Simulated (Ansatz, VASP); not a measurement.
**One calculation of Ce, two programs**

```
Ce
1.0
     0.00000    2.33904    2.33904
     2.33904    0.00000    2.33904
     2.33904    2.33904    0.00000
Ce
1
Direct
  0.00000 0.00000 0.00000
```

Alike in both runs: task single point; functional r2SCAN; k mesh 12 × 12 × 12; occupations fermi-dirac, width 0.2 eV; no spin polarisation.

|  | VASP | Ansatz |
| --- | --- | --- |
| version | VASP 6.6.1 | Ansatz 0.2.0 |
| potentials or method | VASP PAW PBE potentials, release 64 (Ce), cutoff 520 eV | plane waves (500 eV) with PAW, scalar-relativistic |
| valence electrons in the cell | 12 | 12 |

VASP gave:

```
pressure (GPa) : 1.1
```

Task: Which values does Ansatz return?

Result: Pressure (GPa): 1.4.

VASP's potentials were made for PBE, not for r2SCAN. With one functional, cell and mesh, what is left measures potentials, basis and numerics. Ansatz's warnings: negative readings unjudged, scf continued from solved bands.

Neither program's run includes spin-orbit coupling.
